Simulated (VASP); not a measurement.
# Ru in VASP: further runs

Runs on Ru. Level: PBE. Tasks: single point.

All numbers are computed with VASP 6.6.1; they aren't measurements. Logs are shortened: lines on timing, memory, paths and dates and some standing lists are left out, and cuts for length are marked.

## Step 1: The cell of the first run

The cell holds a slab with vacuum, 6 atoms: a = 2.720 Å, b = 2.720 Å, c = 25.742 Å, α = 90.00°, β = 90.00°, γ = 120.00°.

## Step 2: Single point, PBE

Contents of INCAR:

```
SYSTEM = Ru
PREC = Accurate
ENCUT = 520
EDIFF = 1E-6
ISMEAR = 0
SIGMA = 0.1
LREAL = .FALSE.
LASPH = .TRUE.
NELM = 100
ALGO = Fast
ISIF = 2
LWAVE = .FALSE.
LCHARG = .FALSE.
LDIPOL = .TRUE.
IDIPOL = 3
DIPOL = 0.5 0.5 0.500
GGA = PE
NBANDS = 51
```

Contents of KPOINTS:

```
regular mesh
0
G
  15 15 1
  0 0 0
```

Contents of POSCAR:

```
Ru
1.0
    2.7199966806      0.0000000000      0.0000000000
   -1.3599983403      2.3555862236      0.0000000000
    0.0000000000      0.0000000000     25.7419270485
Ru
6
Direct
    0.6666666667      0.3333333333      0.2913534789
    0.3333333333      0.6666666667      0.3748120874
    0.6666666667      0.3333333333      0.4582706958
    0.3333333333      0.6666666667      0.5417293042
    0.6666666667      0.3333333333      0.6251879126
    0.3333333333      0.6666666667      0.7086465211
```

Potentials or basis: VASP PAW PBE potentials, release 64 (Ru_pv).

On the command line:

```sh
$ cat potpaw_PBE.64/Ru_pv/POTCAR > POTCAR
$ mpirun -np 1 vasp_std > vasp.out
```

OUTCAR:

```text
SYSTEM = Ru
   PREC = Accurate
   ENCUT = 520
   EDIFF = 1E-6
   ISMEAR = 0
   LREAL = .FALSE.
   LASPH = .TRUE.
   NELM = 100
   ISIF = 2
   GGA = PE

 ion  position               nearest neighbor table
   1  0.667  0.333  0.291-   2 2.66   2 2.66   2 2.66
   2  0.333  0.667  0.375-   3 2.66   3 2.66   3 2.66   1 2.66   1 2.66   1 2.66
   3  0.667  0.333  0.458-   4 2.66   2 2.66   4 2.66   2 2.66   4 2.66   2 2.66
   4  0.333  0.667  0.542-   3 2.66   5 2.66   3 2.66   5 2.66   3 2.66   5 2.66
   5  0.667  0.333  0.625-   4 2.66   4 2.66   4 2.66   6 2.66   6 2.66   6 2.66
   6  0.333  0.667  0.709-   5 2.66   5 2.66   5 2.66

  LATTYP: Found a hexagonal cell.
 ALAT       =     2.7199966806
 C/A-ratio  =     9.4639553173

  Lattice vectors:

 A1 = (   2.7199966806,   0.0000000000,   0.0000000000)
 A2 = (  -1.3599983403,   2.3555862236,   0.0000000000)
 A3 = (   0.0000000000,   0.0000000000,  25.7419270485)

Analysis of symmetry for initial positions (statically):
=====================================================================
 Subroutine PRICEL returns:
 Original cell was already a primitive cell.

 Routine SETGRP: Setting up the symmetry group for a
 hexagonal supercell.

 Subroutine GETGRP returns: Found 12 space group operations
 (whereof 12 operations were pure point group operations)
 out of a pool of 24 trial point group operations.

The static configuration has the point symmetry D_3d.

Analysis of symmetry for dynamics (positions and initial velocities):
=====================================================================
 Subroutine PRICEL returns:
 Original cell was already a primitive cell.

 Routine SETGRP: Setting up the symmetry group for a
 hexagonal supercell.

 Subroutine GETGRP returns: Found 12 space group operations
 (whereof 12 operations were pure point group operations)
 out of a pool of 24 trial point group operations.

The dynamic configuration has the point symmetry D_3d.

 Subroutine INISYM returns: Found 12 space group operations
 (whereof 12 operations are pure point group operations),
 and found     1 'primitive' translations

----------------------------------------------------------------------------------------

                                     Primitive cell

  volume of cell :     164.9333

  direct lattice vectors                    reciprocal lattice vectors
     2.719996681  0.000000000  0.000000000     0.367647507  0.212261387  0.000000000
    -1.359998340  2.355586224  0.000000000     0.000000000  0.424522775  0.000000000
     0.000000000  0.000000000 25.741927048     0.000000000  0.000000000  0.038847131

  length of vectors
     2.719996681  2.719996681 25.741927048     0.424522775  0.424522775  0.038847131

  position of ions in fractional coordinates (direct lattice)
     0.666666667  0.333333333  0.291353479
     0.333333333  0.666666667  0.374812087
     0.666666667  0.333333333  0.458270696
     0.333333333  0.666666667  0.541729304
     0.666666667  0.333333333  0.625187913
     0.333333333  0.666666667  0.708646521

  ion indices of the primitive-cell ions
   primitive index   ion index
                 1           1
                 2           2
                 3           3
                 4           4
                 5           5
                 6           6

----------------------------------------------------------------------------------------

 KPOINTS: regular mesh

Automatic generation of k-mesh.
 Grid dimensions read from file:
 generate k-points for:   15   15    1

 Generating k-lattice:

  Cartesian coordinates                     Fractional coordinates (reciprocal lattice)
     0.024509834  0.014150759  0.000000000     0.066666667  0.000000000  0.000000000
     0.000000000  0.028301518  0.000000000     0.000000000  0.066666667  0.000000000
     0.000000000  0.000000000  0.038847131     0.000000000  0.000000000  1.000000000

  Length of vectors
     0.028301518  0.028301518  0.038847131

  Shift w.r.t. Gamma in fractional coordinates (k-lattice)
     0.000000000  0.000000000  0.000000000

 Subroutine IBZKPT returns following result:
 ===========================================

 Found     27 irreducible k-points:

 Following reciprocal coordinates:
            Coordinates               Weight
  0.000000  0.000000  0.000000      1.000000
  0.066667  0.000000  0.000000      6.000000
  0.133333  0.000000  0.000000      6.000000
  0.200000  0.000000  0.000000      6.000000
  0.266667  0.000000  0.000000      6.000000
  0.333333  0.000000  0.000000      6.000000
[... 16 lines left out ...]
  0.333333  0.200000  0.000000     12.000000
  0.400000  0.200000  0.000000      6.000000
 [... further k-points ...]
   k-points           NKPTS =     27   k-points in BZ     NKDIM =     27   number of bands    NBANDS=     51
   number of dos      NEDOS =    301   number of ions     NIONS =      6
   total plane-waves  NPLWV =  76800
   dimension x,y,z NGX =    20 NGY =   20 NGZ =  192
   dimension x,y,z NGXF=    40 NGYF=   40 NGZF=  384
   ions per type =               6
   NGX,Y,Z   is equivalent  to a cutoff of  12.22, 12.22, 12.40 a.u.
   NGXF,Y,Z  is equivalent  to a cutoff of  24.45, 24.45, 24.80 a.u.
 SYSTEM =  Ru
   PREC   = accura    normal or accurate (medium, high low for compatibility)
   ISTART =      0    job   : 0-new  1-cont  2-samecut
   ICHARG =      2    charge: 1-file 2-atom 10-const
   ISPIN  =      1    spin polarized calculation?
   LNONCOLLINEAR =      F non collinear calculations
   LSORBIT =      F    spin-orbit coupling
   LASPH  =      T    aspherical Exc in radial PAW
   ENCUT  =  520.0 eV  38.22 Ry    6.18 a.u.   5.06  5.06 47.86*2*pi/ulx,y,z
   NELM   =    100;   NELMIN=  2; NELMDL= -5     # of ELM steps
   EDIFF  = 0.1E-05   stopping-criterion for ELM
   LREAL  =      F    real-space projection
   EDIFFG = 0.1E-04   stopping-criterion for IOM
   NSW    =      0    number of steps for IOM
   IBRION =     -1    ionic relax: 0-MD 1-quasi-New 2-CG
   NFREE  =      0    steps in history (QN), initial steepest desc. (CG)
   ISIF   =      2    stress and relaxation
   ISYM   =      2    0-nonsym 1-usesym 2-fastsym
   POTIM  = 0.5000    time-step for ionic-motion
   TEBEG  =    0.0;   TEEND  =   0.0 temperature during run
   PSTRESS=    0.0 pullay stress
   NELECT =      84.0000    total number of electrons
   NUPDOWN=      -1.0000    fix difference up-down
   EMIN   =  10.00;   EMAX   =-10.00  energy-range for DOS
   EFERMI =   0.00;   METHOD = LEGACY
   ISMEAR =     0;   SIGMA  =   0.10  broadening in eV -4-tet -1-fermi 0-gaus
   EFERMI_NEDOS =   21; number of points for ismear=-14 and -15
   IALGO  =     68    algorithm
   IMIX   =      4    mixing-type and parameters
     AMIX     =   0.40;   BMIX     =  1.00
     AMIX_MAG =   1.60;   BMIX_MAG =  1.00
  volume/ion in A,a.u.               =      27.49       185.50
  Fermi-wavevector in a.u.,A,eV,Ry     =   1.307370  2.470571 23.255293  1.709216
  Thomas-Fermi vector in A             =   2.438109
   LORBIT       =      0    0 simple, 1 ext, 2 COOP (PROOUT), +10 PAW based schemes
   GGA     = PE    functional components
   LHFCALC =     F    Hartree Fock is set to
   AEXX    =    0.0000 exact exchange contribution
   IVDW    =     0    specifies the selected vdW correction
   LEPSILON=     F    determine dielectric tensor
   LRPA    =     F    only Hartree local field effects (RPA)
 non-spin polarized calculation
 RMM-DIIS sequential band-by-band and
 Gauss-broadening in eV      SIGMA  =   0.10
  energy-cutoff  :      520.00
  volume of cell :      164.93
 maximum number of plane-waves:      4485
   NGX = 11   NGY = 11   NGZ = 95

 dipolmoment           0.000000      0.000000      0.000000 electrons x Angstroem

 number of electron      84.0000033 magnetization

 dipolmoment           0.000000      0.000000     -0.000000 electrons x Angstroem

 Free energy of the ion-electron system (eV)
  ---------------------------------------------------
  ext. energy  EPLUGINS =         0.00000000
  ---------------------------------------------------
  free energy    TOTEN  =       -53.25765792 eV

  energy without entropy =      -53.22748287  energy(sigma->0) =      -53.24257039

 E-fermi :   3.8433     XC(G=0):  -7.8284

 val. band max:        3.8044149636   @ k =   0.2667   0.0667   0.0000
 cond. band min:       3.8503091191   @ k =   0.2667   0.2667   0.0000
 fundamental gap:      0.0458941556
 Fermi energy:         3.8433455817

 k-point     1 :       0.0000    0.0000    0.0000
  band No.  band energies     occupation
      1     -39.7569      2.00000
      2     -39.5960      2.00000
      3     -39.2730      2.00000
      4     -38.9650      2.00000
      5     -38.9650      2.00000
      6     -38.9588      2.00000
[... 43 lines left out ...]
     50       4.8930      0.00000
     51       4.9939      0.00000

 k-point     2 :       0.0667    0.0000    0.0000
  band No.  band energies     occupation
      1     -39.7444      2.00000
      2     -39.5892      2.00000
      3     -39.2775      2.00000
      4     -39.0155      2.00000
      5     -38.9846      2.00000
      6     -38.9737      2.00000
[... 43 lines left out ...]
     50       4.6569      0.00000
     51       4.9658      0.00000

 k-point     3 :       0.1333    0.0000    0.0000
  band No.  band energies     occupation
      1     -39.7086      2.00000
      2     -39.5714      2.00000
      3     -39.2985      2.00000
      4     -39.1173      2.00000
      5     -39.0538      2.00000
      6     -38.9983      2.00000
[... 43 lines left out ...]
     50       4.6135      0.00000
     51       5.0959      0.00000
[... 1027 lines left out ...]
 k-point    23 :       0.3333    0.2000    0.0000
  band No.  band energies     occupation
      1     -39.6500      2.00000
      2     -39.6216      2.00000
      3     -39.5870      2.00000
      4     -39.5060      2.00000
      5     -39.3747      2.00000
      6     -39.3161      2.00000
[... 43 lines left out ...]
     50       8.5150      0.00000
     51       8.9860      0.00000

 k-point    24 :       0.4000    0.2000    0.0000
  band No.  band energies     occupation
      1     -39.6641      2.00000
      2     -39.6323      2.00000
      3     -39.6028      2.00000
      4     -39.5047      2.00000
      5     -39.3613      2.00000
      6     -39.3379      2.00000
[... 43 lines left out ...]
     50       9.4405      0.00000
     51       9.8805      0.00000

 [... further k-points ...]

------------------------ aborting loop because EDIFF is reached ----------------------------------------

 vacuum level on the upper side and lower side of the slab       (xc-potential included)        -0.181        -0.181

  FORCE on cell =-STRESS in cart. coord.  units (eV):
  Direction    XX          YY          ZZ          XY          YZ          ZX
  --------------------------------------------------------------------------------------
  -------------------------------------------------------------------------------------
  Total       -3.7929313     -3.7929313     -3.4418098     -0.0000000      0.0000000      0.0000000
  in kB      -36.8448785    -36.8448785    -33.4340522     -0.0000000      0.0000000      0.0000000
  external PRESSURE =     -35.7079364 kB  Pullay stress =       0.0000000 kB

 VOLUME and BASIS-vectors are now :
 -----------------------------------------------------------------------------
  energy-cutoff  :      520.00
  volume of cell :      164.93
      direct lattice vectors                 reciprocal lattice vectors
     2.719996681  0.000000000  0.000000000     0.367647507  0.212261387  0.000000000
    -1.359998340  2.355586224  0.000000000     0.000000000  0.424522775  0.000000000
     0.000000000  0.000000000 25.741927048     0.000000000  0.000000000  0.038847131

 POSITION                                       TOTAL-FORCE (eV/Angst)
 -----------------------------------------------------------------------------------
      1.36000      0.78520      7.50000        -0.000000     -0.000000      0.788160
     -0.00000      1.57039      9.64839         0.000000      0.000000     -0.686411
      1.36000      0.78520     11.79677        -0.000000     -0.000000     -0.311521
     -0.00000      1.57039     13.94516        -0.000000      0.000000      0.311521
      1.36000      0.78520     16.09354        -0.000000      0.000000      0.686411
     -0.00000      1.57039     18.24193         0.000000      0.000000     -0.788160
 -----------------------------------------------------------------------------------
    total drift:                               -0.000000      0.000000      0.000000

  FREE ENERGIE OF THE ION-ELECTRON SYSTEM (eV)
  ---------------------------------------------------
  free  energy   TOTEN  =       -53.2576579179 eV

  energy  without entropy=      -53.2274828652  energy(sigma->0) =      -53.24257039

 vacuum level on the upper side and lower side of the slab         8.777         8.777
```

It took 6.7 min on 1 thread of Intel Xeon Platinum 8259CL at 2.50GHz (Skylake/Cascade Lake), shared host; peak memory 0.35 GiB.

What came out:

| Quantity | Value |
| --- | --- |
| Free energy | -53.2577 eV |
| Largest force | 0.788 eV/Å |
| Band gap on the k mesh | zero (band 42 reaches 5.16 eV, above the bottom of band 43 at 2.72 eV) |

Forces on the atoms (eV/Å):
```
Ru   0.000  0.000  0.788
Ru   0.000  0.000 -0.686
Ru   0.000  0.000 -0.312
Ru   0.000  0.000  0.312
Ru   0.000  0.000  0.686
Ru   0.000  0.000 -0.788
```

## Step 3: Single point, PBE

Contents of INCAR:

```
SYSTEM = Ru
ALGO = Fast ; DIPOL = 0.5 0.5 0.500
EDIFF = 1E-7 ; ENCUT = 520
GGA = PE ; IDIPOL = 3
ISIF = 2 ; ISMEAR = 0
LASPH = .TRUE. ; LCHARG = .FALSE.
LDIPOL = .TRUE. ; LREAL = .FALSE.
LWAVE = .FALSE. ; NBANDS = 51
NELM = 60 ; PREC = Accurate
SIGMA = 0.1
```

Contents of KPOINTS:

```
k-points
0
G
  15 15 1
  0 0 0
```

Contents of POSCAR:

```
Ru
1.0
    2.7199966806      0.0000000000      0.0000000000
   -1.3599983403      2.3555862236      0.0000000000
    0.0000000000      0.0000000000     25.7419270485
Ru
6
Direct
    0.6666666667      0.3333333333      0.2942969452
    0.3333333333      0.6666666667      0.3743760275
    0.6666666667      0.3333333333      0.4576512448
    0.3333333333      0.6666666667      0.5423487538
    0.6666666667      0.3333333333      0.6256239722
    0.3333333333      0.6666666667      0.7057030565
```

Potentials or basis: VASP PAW PBE potentials, release 64 (Ru_pv).

On the command line:

```sh
$ cat potpaw_PBE.64/Ru_pv/POTCAR > POTCAR
$ mpirun -np 1 vasp_std > vasp.out
```

OUTCAR:

```text
SYSTEM = Ru
   EDIFF = 1E-7
   ENCUT = 520
   GGA = PE
   ISIF = 2
   ISMEAR = 0
   LASPH = .TRUE.
   LREAL = .FALSE.
   NELM = 60
   PREC = Accurate

 ion  position               nearest neighbor table
   1  0.667  0.333  0.294-   2 2.59   2 2.59   2 2.59
   2  0.333  0.667  0.374-   1 2.59   1 2.59   1 2.59   3 2.66   3 2.66   3 2.66
   3  0.667  0.333  0.458-   2 2.66   2 2.66   2 2.66   4 2.69   4 2.69   4 2.69
   4  0.333  0.667  0.542-   5 2.66   5 2.66   5 2.66   3 2.69   3 2.69   3 2.69
   5  0.667  0.333  0.626-   6 2.59   6 2.59   6 2.59   4 2.66   4 2.66   4 2.66
   6  0.333  0.667  0.706-   5 2.59   5 2.59   5 2.59

  LATTYP: Found a hexagonal cell.
[... 1509 lines left out ...]
  Total       -2.5031959     -2.5031959      0.0159499      0.0000000      0.0000000      0.0000000
  in kB      -24.3162720    -24.3162720      0.1549392      0.0000000      0.0000000      0.0000000
  external PRESSURE =     -16.1592016 kB  Pullay stress =       0.0000000 kB

 VOLUME and BASIS-vectors are now :
 -----------------------------------------------------------------------------
  energy-cutoff  :      520.00
  volume of cell :      164.93
      direct lattice vectors                 reciprocal lattice vectors
     2.719996681  0.000000000  0.000000000     0.367647507  0.212261387  0.000000000
    -1.359998340  2.355586224  0.000000000     0.000000000  0.424522775  0.000000000
     0.000000000  0.000000000 25.741927048     0.000000000  0.000000000  0.038847131

 POSITION                                       TOTAL-FORCE (eV/Angst)
 -----------------------------------------------------------------------------------
      1.36000      0.78520      7.57577         0.000000     -0.000000     -0.013895
     -0.00000      1.57039      9.63716        -0.000000      0.000000      0.010163
      1.36000      0.78520     11.78082         0.000000      0.000000     -0.000924
     -0.00000      1.57039     13.96110        -0.000000      0.000000      0.000924
      1.36000      0.78520     16.10477         0.000000      0.000000     -0.010163
     -0.00000      1.57039     18.16616        -0.000000      0.000000      0.013895
 -----------------------------------------------------------------------------------
    total drift:                                0.000000     -0.000000      0.000001

  FREE ENERGIE OF THE ION-ELECTRON SYSTEM (eV)
  ---------------------------------------------------
  free  energy   TOTEN  =       -53.3335350898 eV

  energy  without entropy=      -53.3058327776  energy(sigma->0) =      -53.31968393

 vacuum level on the upper side and lower side of the slab         8.820         8.820
```

Run time: 8.9 min. Hardware: 1 thread of Intel Xeon Platinum 8259CL at 2.50GHz (Skylake/Cascade Lake), shared host; peak memory 0.34 GiB.

Results:

```yaml
Free_energy: -53.3335 eV
Largest_force: 0.014 eV/Å
Band_gap_on_the_k_mesh: zero (band 42 reaches 5.14 eV, above the bottom of band 43 at 2.74 eV)
```

Forces in eV/Å, atoms in the order of the input:
```
Ru   0.000  0.000 -0.014
Ru   0.000  0.000  0.010
Ru   0.000  0.000 -0.001
Ru   0.000  0.000  0.001
Ru   0.000  0.000 -0.010
Ru   0.000  0.000  0.014
```
